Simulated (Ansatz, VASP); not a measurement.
# Two plane-wave programs on SrCl2

Contents of POSCAR:

```
SrCl2
1.0
    0.0000000000      3.4855000000      3.4855000000
    3.4855000000      0.0000000000      3.4855000000
    3.4855000000      3.4855000000      0.0000000000
Sr Cl
1 2
Direct
    0.0000000000      0.0000000000      0.0000000000
    0.2464137140      0.2535862860      0.2535862860
    0.7464137140      0.7535862860      0.7535862860
```

INCAR.step1

```
SYSTEM = SrCl2
ALGO = Normal ; EDIFF = 1E-4
ENCUT = 520 ; GGA = PE
ISMEAR = 0 ; LASPH = .TRUE.
LCHARG = .FALSE. ; LREAL = .FALSE.
LWAVE = .TRUE. ; NBANDS = 19
NELM = 80 ; PREC = Accurate
SIGMA = 0.05
```

The input INCAR.step2:

```
SYSTEM = SrCl2
ALGO = Normal ; EDIFF = 1E-7
ENCUT = 520 ; ISIF = 2
ISMEAR = 0 ; ISTART = 1
LASPH = .TRUE. ; LCHARG = .FALSE.
LMIXTAU = .TRUE. ; LREAL = .FALSE.
LWAVE = .FALSE. ; METAGGA = R2SCAN
NBANDS = 19 ; NELM = 80
PREC = Accurate ; SIGMA = 0.05
```

KPOINTS

```
k-points
0
G
  6 6 6
  0 0 0
```

Input for Ansatz:

```yaml
crystal:
  lattice:
    - [0.0, 3.4855, 3.4855]
    - [3.4855, 0.0, 3.4855]
    - [3.4855, 3.4855, 0.0]
  atoms:
    - { symbol: Sr, position: [0.0, 0.0, 0.0] }
    - { symbol: Cl, position: [0.246413714, 0.253586286, 0.253586286] }
    - { symbol: Cl, position: [0.746413714, 0.753586286, 0.753586286] }
basis:
  ecutwfc: 500
kpoints:
  mp_grid: { grid: [6, 6, 6] }
hamiltonian:
  xc: r2scan
scf:
  occupations: { method: gaussian, width: 0.05 }
output:
  forces: true
  stress: true
  eigenvalues: true
```

Change from the starting cell: all Cl atoms moved +0.025 Å, as atom 2 along Cartesian [1 0 0].

Alike in both runs: task single point; functional r2SCAN; k mesh 6 × 6 × 6; occupations gaussian, width 0.05 eV; no spin polarisation.

```csv
,VASP,Ansatz
version,VASP 6.6.1,Ansatz 0.2.0
potentials or method,"VASP PAW PBE potentials, release 64 (Sr_sv, Cl), cutoff 520 eV","scalar-relativistic, plane waves, PAW"
valence electrons in the cell,24,24
```

VASP gave:

```
gap on the k mesh at the Fermi level (eV) : 5.98
least direct gap on the mesh (eV)         : 5.99
pressure (GPa)                            : 0.4
rms of the force components (eV/Å)        : 0.031
```

Q: Which values does Ansatz return?

A: gap on the k mesh at the Fermi level (eV): 5.98; least direct gap on the mesh (eV): 5.99; pressure (GPa): 0.4; rms of the force components (eV/Å): 0.030.

VASP's potentials were made for PBE, not for r2SCAN. Atom by atom the forces differ by 0.001 eV/Å (rms over components).
